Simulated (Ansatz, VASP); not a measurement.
# SnTe: VASP beside Ansatz

The input INCAR:

```
ALGO = Normal ; EDIFF = 1E-6
ENCUT = 520 ; GGA = PE
ISIF = 2 ; ISMEAR = -1
LASPH = True ; LCHARG = True
LELF = True ; LREAL = False
LVHAR = True ; LWAVE = False
NBANDS = 17 ; NELM = 80
PREC = Accurate ; SIGMA = 0.08
```

KPOINTS

```
k-points
0
Gamma
  11 11 11
```

POSCAR

```
SnTe
1.0
    0.0000000000      3.1565000000      3.1249350000
    3.1565000000      0.0000000000      3.1249350000
    3.1565000000      3.1565000000      0.0000000000
Sn Te
1 1
Direct
    0.0000000000      0.0000000000      0.0000000000
    0.5000000000      0.5000000000      0.5000000000
```

Input for Ansatz:

```yaml
crystal:
  lattice:
    - [0.0, 3.1565, 3.124935]
    - [3.1565, 0.0, 3.124935]
    - [3.1565, 3.1565, 0.0]
  atoms:
    - { symbol: Sn, position: [0.0, 0.0, 0.0] }
    - { symbol: Te, position: [0.5, 0.5, 0.5] }
kpoints:
  mp_grid: { grid: [11, 11, 11] }
  band_path:
    path:
      - [0.0, 0.0, 0.0]
      - [0.0, 0.5, 0.5]
      - [0.25, 0.75, 0.5]
      - [0.0, 0.5, 0.0]
      - [0.0, 0.0, 0.0]
      - [0.5, 0.5, 0.0]
      - [0.3775380063, 0.6224619937, 0.0]
      - [-0.3775380063, 0.3775380063, 0.0]
      - [0.0, 0.0, 0.0]
    npoints: 5
scf:
  occupations: { method: fermi_dirac, width: 0.08 }
hamiltonian:
  xc: pbe
  pseudopotentials: { kind: all_electron, lapw: { basis_error: 0.00025 } }
output:
  forces: true
  stress: true
  eigenvalues: true
```

Change from the starting cell: zz strain of -1 %.

Alike in both runs: task single point; functional PBE; k mesh 11 × 11 × 11; occupations fermi-dirac, width 0.08 eV; no spin polarisation.

|  | VASP | Ansatz |
| --- | --- | --- |
| version | VASP 6.6.1 | Ansatz 0.2.0 |
| potentials or method | VASP PAW PBE potentials, release 64 (Sn_d, Te), cutoff 520 eV | all-electron LAPW, scalar-relativistic |

|  | VASP | Ansatz | Ansatz less VASP |
| --- | --- | --- | --- |
| pressure (GPa) | 2.5 | 2.6 | +0.07 |
| traceless stress, the component that is largest in VASP (GPa) | 0.95 | 0.95 | -0.001 |

Ansatz ran all-electron here, and VASP with PAW potentials.

Neither program's run includes spin-orbit coupling.
